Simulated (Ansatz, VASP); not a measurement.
Si in VASP and in Ansatz

```xyz
2
Lattice="-2.3393 2.3393 1.3113 2.3393 -2.3393 1.3113 2.3393 2.3393 -1.3113" Properties=species:S:1:pos:R:3 pbc="T T T"
Si    0.0000    0.0000    1.3113
Si    2.3393    0.0000    0.6557
```

Alike in both runs: task single point; functional PBE0; k mesh 6 × 6 × 6; occupations fermi-dirac, width 0.05 eV; no spin polarisation.

|  | VASP | Ansatz |
| --- | --- | --- |
| version | VASP 6.6.1 | Ansatz 0.2.0 |
| potentials or method | VASP PAW PBE potentials, release 64 (Si) | Ansatz PAW |
| plane-wave cutoff (eV) | 520 | 420 |
| valence electrons in the cell | 8 | 8 |

|  | VASP | Ansatz | Ansatz less VASP |
| --- | --- | --- | --- |
| gap on the k mesh at the Fermi level (eV) | none | none | - |
| pressure (GPa) | 6.0 | 6.3 | +0.37 |
| traceless stress, the component that is largest in VASP (GPa) | -6.74 | -5.80 | +0.947 |

A gap of «none» marks a metal or a gap that the smearing closes.

The k mesh is coarse, so the values compare programs but aren't converged.
